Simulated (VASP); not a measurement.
Wanted: the native input for a VASP 6.6.1 run.

| Property | Result |
| --- | --- |
| Task | single point |
| Functional | PBE |
| Potentials or basis | VASP PAW PBE potentials, release 64 (N_h) |
| Cutoff | 1330 eV |
| k mesh | 9 × 9 × 8 |
| Occupations | gaussian, width 0.05 eV |
| Spin | no spin polarisation |
| Dipole correction | no |
| Further INCAR settings | ALGO = Normal; EDIFF = 1e-06; NBANDS = 12 |

The structure of N lies in POSCAR:

```
N
1.0
    2.5194737886      0.0000000000      0.0000000000
   -1.2597368943      2.1819283051      0.0000000000
    0.0000000000      0.0000000000      2.4460020000
N
2
Direct
    0.3289840000      0.6602320000      0.7360610000
    0.6716180000      0.3329040000      0.2585870000
```

One way to write it, as run:

INCAR

```
SYSTEM = N
PREC     = Accurate       ! precision mode
ENCUT    = 1330           ! plane-wave cutoff, eV
EDIFF    = 1E-6           ! SCF threshold, eV
ISMEAR   = 0              ! smearing method
SIGMA    = 0.05           ! smearing width, eV
LREAL    = .FALSE.        ! projectors in reciprocal space
LASPH    = .TRUE.         ! aspherical terms in the spheres
NELM     = 120            ! most SCF steps
ALGO     = Normal         ! electronic algorithm
ISIF     = 2              ! what is computed and relaxed
LWAVE    = .FALSE.        ! write WAVECAR
LCHARG   = .FALSE.        ! write CHGCAR
GGA      = PE             ! functional
NBANDS   = 12             ! bands
GGA_COMPAT= .FALSE.
```

KPOINTS

```
regular mesh
0
G
  9 9 8
  0 0 0
```

Potentials or basis: VASP PAW PBE potentials, release 64 (N_h).

The run is started by

```sh
$ cat potpaw_PBE.64/N_h/POTCAR > POTCAR
$ mpirun -np 1 vasp_std > vasp.out
```

It gave:

* Pressure: 8.6 GPa
* Largest force: 2.019 eV/Å
* Band gap on the k mesh: zero (bands 5 and 6 overlap by 4.21 eV)

Caveat: the stress differs along the axes, from 5 to 12 GPa; forces of over 1 eV/Å act on the atoms, so gaps and moduli don't describe the material at rest.

Wall time 61 s on 1 thread of AMD EPYC 9R45 96-Core Processor (Zen 5), on a shared host, peak memory 0.25 GiB.
